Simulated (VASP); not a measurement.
# NbRe3Pd (Pm-3m) in VASP: a series of runs, part 2 of 2

VASP 6.6.1. The steps go on from the part before.

### 4 Relaxation of cell and atoms, PBE

This run uses another cell than the first one, of 19.77 Å³/atom.

File INCAR:

```
  PREC = Accurate
  ENCUT = 600
  EDIFF = 1E-7
  ISMEAR = 0
  SIGMA = 0.1
  LREAL = False
  LASPH = True
  NELM = 60
  ALGO = Fast
  ISIF = 3
  LWAVE = False
  LCHARG = False
  GGA = PE
  IBRION = 2
  NSW = 100
  EDIFFG = -0.01
```

File KPOINTS:

```
regular mesh
0
Gamma
  8 8 8
```

File POSCAR:

```
NbRe3Pd
1.0
    4.6240181492      0.0000000000      0.0000000000
    0.0000000000      4.6240181492      0.0000000000
    0.0000000000      0.0000000000      4.6240181492
Nb Re Pd
1 3 1
Direct
    0.0000000000      0.0000000000      0.0000000000
    0.0000000000      0.5000000000      0.5000000000
    0.5000000000      0.0000000000      0.5000000000
    0.5000000000      0.5000000000      0.0000000000
    0.5000000000      0.5000000000      0.5000000000
```

Potentials or basis: VASP PAW PBE potentials, release 64 (Nb_sv, Re, Pd).

On the command line:

```
cat potpaw_PBE.64/Nb_sv/POTCAR potpaw_PBE.64/Re/POTCAR potpaw_PBE.64/Pd/POTCAR > POTCAR
mpirun -np 1 vasp_std > vasp.out
```

OUTCAR:

```text
PREC = Accurate
   ENCUT = 600
   EDIFF = 1E-7
   ISMEAR = 0
   LREAL = False
   LASPH = True
   NELM = 60
   ISIF = 3
   GGA = PE
   IBRION = 2
   NSW = 100
   EDIFFG = -0.01

 ion  position               nearest neighbor table
   1  0.000  0.000  0.000-
   2  0.000  0.500  0.500-   5 2.31   5 2.31   3 3.27   4 3.27   3 3.27   3 3.27   4 3.27   4 3.27
                             4 3.27   3 3.27
   3  0.500  0.000  0.500-   5 2.31   5 2.31   2 3.27   4 3.27   2 3.27   4 3.27   4 3.27   4 3.27
                             2 3.27   2 3.27
   4  0.500  0.500  0.000-   5 2.31   5 2.31   2 3.27   2 3.27   3 3.27   3 3.27   3 3.27   3 3.27
                             2 3.27   2 3.27
   5  0.500  0.500  0.500-   2 2.31   3 2.31   4 2.31   4 2.31   3 2.31   2 2.31

  LATTYP: Found a simple cubic cell.
 ALAT       =     4.6240181492

  Lattice vectors:

 A1 = (   4.6240181492,   0.0000000000,   0.0000000000)
 A2 = (   0.0000000000,   4.6240181492,   0.0000000000)
 A3 = (   0.0000000000,   0.0000000000,   4.6240181492)

Analysis of symmetry for initial positions (statically):
=====================================================================
 Subroutine PRICEL returns:
 Original cell was already a primitive cell.

 Routine SETGRP: Setting up the symmetry group for a
 simple cubic supercell.

 Subroutine GETGRP returns: Found 48 space group operations
 (whereof 48 operations were pure point group operations)
 out of a pool of 48 trial point group operations.

The static configuration has the point symmetry O_h .

Analysis of symmetry for dynamics (positions and initial velocities):
=====================================================================
 Subroutine PRICEL returns:
 Original cell was already a primitive cell.

 Routine SETGRP: Setting up the symmetry group for a
 simple cubic supercell.

 Subroutine GETGRP returns: Found 48 space group operations
 (whereof 48 operations were pure point group operations)
 out of a pool of 48 trial point group operations.

The dynamic configuration has the point symmetry O_h .

 Subroutine INISYM returns: Found 48 space group operations
 (whereof 48 operations are pure point group operations),
 and found     1 'primitive' translations

----------------------------------------------------------------------------------------

                                     Primitive cell

  volume of cell :      98.8686

  direct lattice vectors                    reciprocal lattice vectors
     4.624018149  0.000000000  0.000000000     0.216262127  0.000000000  0.000000000
     0.000000000  4.624018149  0.000000000     0.000000000  0.216262127  0.000000000
     0.000000000  0.000000000  4.624018149     0.000000000  0.000000000  0.216262127

  length of vectors
     4.624018149  4.624018149  4.624018149     0.216262127  0.216262127  0.216262127

  position of ions in fractional coordinates (direct lattice)
     0.000000000  0.000000000  0.000000000
     0.000000000  0.500000000  0.500000000
     0.500000000  0.000000000  0.500000000
     0.500000000  0.500000000  0.000000000
     0.500000000  0.500000000  0.500000000

  ion indices of the primitive-cell ions
   primitive index   ion index
                 1           1
                 2           2
                 3           3
[... 69 lines left out ...]
   LNONCOLLINEAR =      F non collinear calculations
   LSORBIT =      F    spin-orbit coupling
   LASPH  =      T    aspherical Exc in radial PAW
   ENCUT  =  600.0 eV  44.10 Ry    6.64 a.u.   9.24  9.24  9.24*2*pi/ulx,y,z
   NELM   =     60;   NELMIN=  2; NELMDL= -5     # of ELM steps
   EDIFF  = 0.1E-06   stopping-criterion for ELM
   LREAL  =      F    real-space projection
   EDIFFG = -.1E-01   stopping-criterion for IOM
   NSW    =    100    number of steps for IOM
   IBRION =      2    ionic relax: 0-MD 1-quasi-New 2-CG
   NFREE  =      1    steps in history (QN), initial steepest desc. (CG)
   ISIF   =      3    stress and relaxation
   ISYM   =      2    0-nonsym 1-usesym 2-fastsym
   POTIM  = 0.5000    time-step for ionic-motion
   TEBEG  =    0.0;   TEEND  =   0.0 temperature during run
   PSTRESS=    0.0 pullay stress
   NELECT =      44.0000    total number of electrons
   NUPDOWN=      -1.0000    fix difference up-down
   EMIN   =  10.00;   EMAX   =-10.00  energy-range for DOS
   EFERMI =   0.00;   METHOD = LEGACY
   ISMEAR =     0;   SIGMA  =   0.10  broadening in eV -4-tet -1-fermi 0-gaus
   EFERMI_NEDOS =   21; number of points for ismear=-14 and -15
   IALGO  =     68    algorithm
   IMIX   =      4    mixing-type and parameters
     AMIX     =   0.40;   BMIX     =  1.00
     AMIX_MAG =   1.60;   BMIX_MAG =  1.00
  volume/ion in A,a.u.               =      19.77       133.44
  Fermi-wavevector in a.u.,A,eV,Ry     =   1.249893  2.361955 21.255466  1.562233
  Thomas-Fermi vector in A             =   2.383913
   LORBIT       =      0    0 simple, 1 ext, 2 COOP (PROOUT), +10 PAW based schemes
   GGA     = PE    functional components
   LHFCALC =     F    Hartree Fock is set to
   AEXX    =    0.0000 exact exchange contribution
   IVDW    =     0    specifies the selected vdW correction
   LEPSILON=     F    determine dielectric tensor
   LRPA    =     F    only Hartree local field effects (RPA)
 conjugate gradient relaxation of ions
 non-spin polarized calculation
 RMM-DIIS sequential band-by-band and
 Gauss-broadening in eV      SIGMA  =   0.10
  energy-cutoff  :      600.00
  volume of cell :       98.87
 maximum number of plane-waves:      3362
 NGX is ok and might be reduce to    40
   NGX = 19   NGY = 19   NGZ = 19

--------------------------------------- Ionic step        1  -------------------------------------------

 number of electron      44.0000004 magnetization

 Free energy of the ion-electron system (eV)
  ---------------------------------------------------
  ext. energy  EPLUGINS =         0.00000000
  ---------------------------------------------------
  free energy    TOTEN  =       -40.84809175 eV

  energy without entropy =      -40.81876638  energy(sigma->0) =      -40.83342907

------------------------ aborting loop EDIFF was not reached (unconverged)  ----------------------------

  FORCE on cell =-STRESS in cart. coord.  units (eV):
  Direction    XX          YY          ZZ          XY          YZ          ZX
  --------------------------------------------------------------------------------------
  -------------------------------------------------------------------------------------
  Total        0.2452623      0.2452623      0.2452623     -0.0000000      0.0000000     -0.0000000
  in kB        3.9745023      3.9745023      3.9745023     -0.0000000      0.0000000     -0.0000000
  external PRESSURE =       3.9745023 kB  Pullay stress =       0.0000000 kB
[... 98 lines left out ...]
  FREE ENERGIE OF THE ION-ELECTRON SYSTEM (eV)
  ---------------------------------------------------
  free  energy   TOTEN  =       -40.6413981629 eV

  energy  without entropy=      -40.5907172031  energy(sigma->0) =      -40.61605768

[... ionic steps 4 to 8 ...]

--------------------------------------- Ionic step        9  -------------------------------------------

 number of electron      44.0000003 magnetization

------------------------ aborting loop because EDIFF is reached ----------------------------------------
[... 73 lines left out ...]
--------------------------------------- Ionic step       11  -------------------------------------------

 number of electron      44.0000002 magnetization

 Free energy of the ion-electron system (eV)
  ---------------------------------------------------
  ext. energy  EPLUGINS =         0.00000000
  ---------------------------------------------------
  free energy    TOTEN  =       -40.95210418 eV

  energy without entropy =      -40.90043014  energy(sigma->0) =      -40.92626716

 E-fermi :   6.7193     XC(G=0): -11.8906

 val. band max:        6.7103795191   @ k =   0.3750   0.3750   0.1250
 cond. band min:       6.7194864076   @ k =   0.5000   0.5000   0.1250
 fundamental gap:      0.0091068884
 Fermi energy:         6.7193010874

 k-point     1 :       0.0000    0.0000    0.0000
  band No.  band energies     occupation
      1     -48.9142      2.00000
      2     -24.8485      2.00000
      3     -24.8485      2.00000
      4     -24.8485      2.00000
      5      -1.4468      2.00000
      6      -1.1797      2.00000
[... 685 lines left out ...]
     25       6.8520      0.06065
     26       7.0750      0.00000

 [... further k-points ...]

------------------------ aborting loop because EDIFF is reached ----------------------------------------

  FORCE on cell =-STRESS in cart. coord.  units (eV):
  Direction    XX          YY          ZZ          XY          YZ          ZX
  --------------------------------------------------------------------------------------
  -------------------------------------------------------------------------------------
  Total       -0.0037670     -0.0037670     -0.0037670      0.0000000      0.0000000     -0.0000000
  in kB       -0.0613119     -0.0613119     -0.0613119      0.0000000      0.0000000     -0.0000000
  external PRESSURE =      -0.0613119 kB  Pullay stress =       0.0000000 kB
[... 20 lines left out ...]
  FREE ENERGIE OF THE ION-ELECTRON SYSTEM (eV)
  ---------------------------------------------------
  free  energy   TOTEN  =       -40.9521041840 eV

  energy  without entropy=      -40.9004301399  energy(sigma->0) =      -40.92626716

 reached required accuracy - stopping structural energy minimisation
```

OSZICAR:

```text
N       E                     dE             d eps       ncg     rms          rms(c)
DAV:   1     0.341187328880E+03    0.34119E+03   -0.23253E+04  3508   0.210E+03
DAV:   2    -0.649123624241E+00   -0.34184E+03   -0.33554E+03  3316   0.662E+02
DAV:   3    -0.346094955767E+02   -0.33960E+02   -0.31716E+02  3562   0.316E+02
[... 357 lines left out ...]
RMM:   7    -0.409521034467E+02   -0.49811E-06   -0.19053E-06  1768   0.212E-02    0.288E-03
RMM:   8    -0.409521037234E+02   -0.27672E-06   -0.16345E-06  1672   0.211E-02    0.278E-03
RMM:   9    -0.409521039658E+02   -0.24240E-06   -0.10791E-06  1679   0.275E-02    0.286E-03
RMM:  10    -0.409521041185E+02   -0.15271E-06   -0.12410E-06  1810   0.228E-02    0.341E-04
RMM:  11    -0.409521041840E+02   -0.65485E-07   -0.81405E-07  1683   0.211E-02
  11 F= -.40952104E+02 E0= -.40926267E+02  d E =-.175217E-02
```

CONTCAR:

```text
NbRe3Pd
   1.00000000000000
     4.6173107254109382   -0.0000000000000000    0.0000000000000000
     0.0000000000000000    4.6173107254109382    0.0000000000000000
    -0.0000000000000000   -0.0000000000000000    4.6173107254109382
  Nb              Re              Pd
     1     3     1
Direct
     0.0000000000000000    0.0000000000000000    0.0000000000000000
     0.0000000000000000    0.5000000000000000    0.5000000000000000
     0.5000000000000000    0.0000000000000000    0.5000000000000000
     0.5000000000000000    0.5000000000000000    0.0000000000000000
     0.5000000000000000    0.5000000000000000    0.5000000000000000

  0.00000000E+00  0.00000000E+00  0.00000000E+00
  0.00000000E+00  0.00000000E+00  0.00000000E+00
  0.00000000E+00  0.00000000E+00  0.00000000E+00
  0.00000000E+00  0.00000000E+00  0.00000000E+00
  0.00000000E+00  0.00000000E+00  0.00000000E+00
```

It took 25 min on 1 thread of AMD EPYC 9R45 (Zen 5), shared host; peak memory 0.31 GiB.

Results:

| Quantity | Value |
| --- | --- |
| Free energy | -40.9521 eV |
| Relaxed volume | 19.69 Å³/atom |
| Relaxed cell | a = 4.617 Å, b = 4.617 Å, c = 4.617 Å, α = 90.00°, β = 90.00°, γ = 90.00° |
| Space group after relaxing (to 0.1 Å) | Pm-3m (No. 221) |
| Energy gained by relaxing | 20.8 meV/atom |
| Ionic steps | 11 |
| Pressure after relaxing | 0.0 GPa |
| Band gap on the k mesh | zero (bands 22 and 23 overlap by 1.22 eV) |

Step by step:
| step | energy change (eV) | largest force (eV/Å) | pressure (GPa) | volume (Å³) |
| --- | --- | --- | --- | --- |
| 1 | 0.0000 | 0.0000 | 0.40 | 98.87 |
| 2 | -0.0957 | 0.0000 | -2.08 | 99.57 |
| 3 | 0.2067 | 0.0000 | 0.48 | 98.98 |
| 4 | 0.2073 | 0.0000 | -0.63 | 99.09 |
| 5 | -0.1018 | 0.0000 | -1.08 | 99.03 |
| 6 | -0.1022 | 0.0000 | -1.03 | 99.00 |
| 7 | -0.1022 | 0.0000 | -1.01 | 98.99 |
| 8 | -0.1023 | 0.0000 | -1.02 | 98.98 |
| 9 | -0.1034 | 0.0000 | -0.58 | 98.75 |
| 10 | -0.1040 | 0.0000 | -0.10 | 98.49 |
| 11 | -0.1040 | 0.0000 | -0.01 | 98.44 |

Final structure:
```xyz
5
Lattice="4.6173 0.0000 0.0000 0.0000 4.6173 0.0000 0.0000 0.0000 4.6173" Properties=species:S:1:pos:R:3 pbc="T T T"
Nb    0.0000    0.0000    0.0000
Re    0.0000    2.3087    2.3087
Re    2.3087    0.0000    2.3087
Re    2.3087    2.3087    0.0000
Pd    2.3087    2.3087    2.3087
```

Levels at points of the mesh, in eV from the Fermi level:
```csv
k point,band 19,band 20,band 21,band 22,band 23,band 24,band 25,band 26
"(0.00, 0.00, 0.00)",0.57,0.81,0.81,0.81,1.31,1.31,1.33,1.38
"(0.50, 0.00, 0.00)",-0.90,-0.46,-0.18,0.39,0.39,0.43,0.68,0.69
"(0.50, 0.50, 0.00)",-1.13,-1.13,-1.01,-0.49,-0.39,-0.39,-0.25,0.30
"(0.50, 0.50, 0.50)",-1.66,-1.66,-0.68,-0.68,0.65,0.65,0.65,1.19
```

Caveat: spin-orbit coupling is left out, which moves the levels of the heavy elements.

### 5 Summary

```tsv
task	cell	k mesh	cutoff (eV)	gap on the mesh (eV)	pressure (GPa)	relaxed volume (Å³/atom)
relaxation of cell and atoms	relaxed from a = 4.109 Å, 5 atoms	4 × 4 × 4	600	none	-0.2	19.65
single point	a = 4.629 Å, 5 atoms	8 × 8 × 8	520	none	-1.4	-
relaxation of cell and atoms	relaxed from a = 4.624 Å, 5 atoms	8 × 8 × 8	600	none	0.0	19.69
```

Alike in all rows: level PBE; potentials or basis VASP PAW PBE potentials, release 64 (Nb_sv, Re, Pd); no spin polarisation; smearing gaussian 0.1 eV.

Caveats: some runs use coarse meshes; spin-orbit coupling is left out, which moves the levels of the heavy elements; the volume moved by over 15 % at a fixed basis, so the end points are rough (at least some runs).

Absolute energies hang on the potentials; compare differences alone.
